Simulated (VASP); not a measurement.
Here is a VASP 6.6.1 calculation.

INCAR

```
  PREC = Accurate
  ENCUT = 840
  EDIFF = 1E-7
  ISMEAR = 1
  SIGMA = 0.1
  LREAL = False
  LASPH = True
  NELM = 120
  ALGO = Normal
  ISIF = 8
  LWAVE = False
  LCHARG = False
  IBRION = 2
  NSW = 80
  EDIFFG = -0.01
  GGA_COMPAT = False
  NELMIN = 4
```

Contents of KPOINTS:

```
Automatic mesh
0
Gamma
  8 8 8
```

File POSCAR:

```
MgO
1.0
    4.2100000000      0.0000000000      0.0000000000
    0.0000000000      4.2100000000      0.0000000000
    0.0000000000      0.0000000000      4.2100000000
Mg O
4 4
Direct
    0.0000000000      0.0000000000      0.0000000000
    0.0000000000      0.5000000000      0.5000000000
    0.5000000000      0.0000000000      0.5000000000
    0.5000000000      0.5000000000      0.0000000000
    0.5000000000      0.0000000000      0.0000000000
    0.5000000000      0.5000000000      0.5000000000
    0.0000000000      0.0000000000      0.5000000000
    0.0000000000      0.5000000000      0.0000000000
```

Potentials or basis: VASP PAW LDA potentials, release 64 (Mg_sv, O).

The run is started by

```console
$ cat potpaw_LDA.64/Mg_sv/POTCAR potpaw_LDA.64/O/POTCAR > POTCAR
$ mpirun -np 1 vasp_std > vasp.out
```

Problem. Predict the relaxed volume.

Solution. 9.03 Å³/atom.

Problem. Predict the relaxed cell.

Solution. a = 4.165 Å, b = 4.165 Å, c = 4.165 Å, α = 90.00°, β = 90.00°, γ = 90.00°.

Problem. What does it give for the space group after relaxing (to 0.1 Å)?

Solution. Fm-3m (No. 225).

Problem. What does it give for the band gap on the k mesh?

Solution. 5.00 eV.

Final structure:
```cif
data_structure
_symmetry_space_group_name_H-M 'P 1'
_symmetry_Int_Tables_number 1
_cell_length_a 4.1652
_cell_length_b 4.1652
_cell_length_c 4.1652
_cell_angle_alpha 90.000
_cell_angle_beta 90.000
_cell_angle_gamma 90.000
_cell_volume 72.26
loop_
_atom_site_label
_atom_site_type_symbol
_atom_site_fract_x
_atom_site_fract_y
_atom_site_fract_z
_atom_site_occupancy
Mg1 Mg 0.00000 0.00000 0.00000 1
Mg2 Mg 0.00000 0.50000 0.50000 1
Mg3 Mg 0.50000 0.00000 0.50000 1
Mg4 Mg 0.50000 0.50000 0.00000 1
O1 O 0.50000 0.00000 0.00000 1
O2 O 0.50000 0.50000 0.50000 1
O3 O 0.00000 0.00000 0.50000 1
O4 O 0.00000 0.50000 0.00000 1
```

A k mesh can miss the band edges.
